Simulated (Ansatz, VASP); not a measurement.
**SnO in VASP and in Ansatz**

```
CELL_PARAMETERS angstrom
2.50000 -2.86000 0.00000
2.50000 2.86000 0.00000
0.00000 0.00000 11.12000
ATOMIC_POSITIONS crystal
Sn 0.00000 0.00000 0.00000
Sn 0.00000 0.00000 0.50000
Sn 0.55900 0.44100 0.25400
Sn 0.44100 0.55900 0.75400
O 0.93000 0.43000 0.38000
O 0.07000 0.57000 0.88000
O 0.57000 0.07000 0.38000
O 0.43000 0.93000 0.88000
```

Alike in both runs: task single point; functional PBE; k mesh 10 × 10 × 4; occupations tetrahedron; no spin polarisation.

|  | VASP | Ansatz |
| --- | --- | --- |
| version | VASP 6.6.1 | Ansatz 0.2.0 |
| potentials or method | VASP PAW PBE potentials, release 64 (Sn_d, O), cutoff 520 eV | scalar-relativistic, plane waves, PAW |
| valence electrons in the cell | 80 | 80 |

Ansatz gave:

* gap on the k mesh at the Fermi level (eV): none
* pressure (GPa): 10.0
* traceless stress, the component that is largest in VASP (GPa): 20.98
* rms of the force components (eV/Å): 3.733

Which values does VASP return?

gap on the k mesh at the Fermi level (eV): none; pressure (GPa): 10.2; traceless stress, the component that is largest in VASP (GPa): 20.87; rms of the force components (eV/Å): 3.756.

Atom by atom the forces differ by 0.044 eV/Å (rms over components). A gap of «none» marks a metal or a gap that the smearing closes. Ansatz's warnings: band table not solved further, tetrahedron derivatives may miss energy slope.
